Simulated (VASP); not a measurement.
A run of VASP 6.6.1 is set up as follows.

File POSCAR:

```
Hf
1.0
   -1.8169539908      1.8169539908      1.8169539908
    1.8169539908     -1.8169539908      1.8169539908
    1.8169539908      1.8169539908     -1.8169539908
Hf
1
Direct
    0.0000000000      0.0000000000      0.0000000000
```

Contents of INCAR.step1:

```
PREC = Accurate
ENCUT = 550
ISMEAR = -1
SIGMA = 0.05
LREAL = False
LASPH = True
NELM = 120
NBANDS = 11
GGA = PE
ALGO = Normal
EDIFF = 1E-5
LWAVE = True
LCHARG = False
GGA_COMPAT = False
```

The input INCAR.step2:

```
PREC = Accurate
ENCUT = 550
EDIFF = 1E-6
ISMEAR = -1
SIGMA = 0.05
LREAL = False
LASPH = True
NELM = 120
ALGO = Normal
ISIF = 2
LWAVE = False
LCHARG = False
METAGGA = R2SCAN
LMIXTAU = True
NBANDS = 11
ISTART = 1
GGA_COMPAT = False
```

The input KPOINTS:

```
Automatic mesh
0
Gamma
  10 10 10
```

Potentials or basis: VASP PAW PBE potentials, release 64 (Hf_pv).

Run with:

```sh
$ cat potpaw_PBE.64/Hf_pv/POTCAR > POTCAR
$ cp INCAR.step1 INCAR
$ mpirun -np 1 vasp_std > vasp.out
$ cp INCAR.step2 INCAR
$ mpirun -np 1 vasp_std > vasp.out
```

**Question.** Predict the band gap on the k mesh.

**Answer.** Zero (bands 5 and 6 overlap by 2.41 eV).

**Question.** What does it give for the pressure?

**Answer.** -7.6 GPa.

Caveat: the cell stands under tension; the PAW data sets were made with another functional, which shifts forces and pressure a little; spin-orbit coupling is left out, which moves the levels of the heavy elements.
